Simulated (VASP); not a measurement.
Input of a VASP 6.6.1 run:

Contents of INCAR:

```
SYSTEM = Ta3N
PREC     = Accurate       ! precision mode
ENCUT    = 600            ! plane-wave cutoff, eV
EDIFF    = 1E-6           ! SCF threshold, eV
ISMEAR   = 0              ! smearing method
SIGMA    = 0.1            ! smearing width, eV
LREAL    = .FALSE.        ! projectors in reciprocal space
LASPH    = .TRUE.         ! aspherical terms in the spheres
NELM     = 80             ! most SCF steps
ALGO     = Normal         ! electronic algorithm
ISIF     = 3              ! what is computed and relaxed
LWAVE    = .FALSE.        ! write WAVECAR
LCHARG   = .FALSE.        ! write CHGCAR
GGA      = PE             ! functional
IBRION   = 2              ! ionic algorithm
NSW      = 100            ! ionic steps
EDIFFG   = -0.01          ! ionic threshold
```

Contents of KPOINTS:

```
regular mesh
0
G
  12 12 16
  0 0 0
```

File POSCAR:

```
Ta3N
1.0
    5.3770105764      0.0000000000      0.0000000000
   -2.6885052882      4.6566277556      0.0000000000
    0.0000000000      0.0000000000      2.8367002139
Ta N
3 1
Direct
    0.6412711815      0.0000000000      0.5000000000
    0.0000000000      0.6412711815      0.5000000000
    0.3587288185      0.3587288185      0.5000000000
    0.0000000000      0.0000000000      0.5000000000
```

Potentials or basis: VASP PAW PBE potentials, release 64 (Ta_pv, N).

Run with:

```bash
$ cat potpaw_PBE.64/Ta_pv/POTCAR potpaw_PBE.64/N/POTCAR > POTCAR
$ mpirun -np 1 vasp_std > vasp.out
```

Q: Predict the relaxed volume.

A: 17.78 Å³/atom.

Q: Predict the relaxed cell.

A: a = 5.368 Å, b = 5.368 Å, c = 2.851 Å, α = 90.00°, β = 90.00°, γ = 120.00°.

Q: Predict the space group after relaxing (to 0.1 Å).

A: P-62m (No. 189).

Q: What does it give for the band gap on the k mesh?

A: Zero (bands 19 and 20 overlap by 2.37 eV).

Step by step:
| step | energy change (eV) | largest force (eV/Å) | pressure (GPa) | volume (Å³) |
| --- | --- | --- | --- | --- |
| 1 | 0.0000 | 0.1178 | 0.24 | 71.03 |
| 2 | -0.0024 | 0.0217 | -0.29 | 71.30 |
| 3 | -0.0026 | 0.0109 | -0.17 | 71.23 |
| 4 | -0.0026 | 0.0248 | 0.23 | 71.06 |
| 5 | -0.0027 | 0.0179 | 0.05 | 71.15 |
| 6 | -0.0027 | 0.0166 | 0.00 | 71.17 |
| 7 | -0.0027 | 0.0159 | -0.03 | 71.16 |
| 8 | -0.0027 | 0.0165 | -0.02 | 71.16 |
| 9 | -0.0027 | 0.0169 | 0.00 | 71.16 |
| 10 | -0.0027 | 0.0098 | -0.01 | 71.12 |

Caveat: spin-orbit coupling is left out, which moves the levels of the heavy elements.
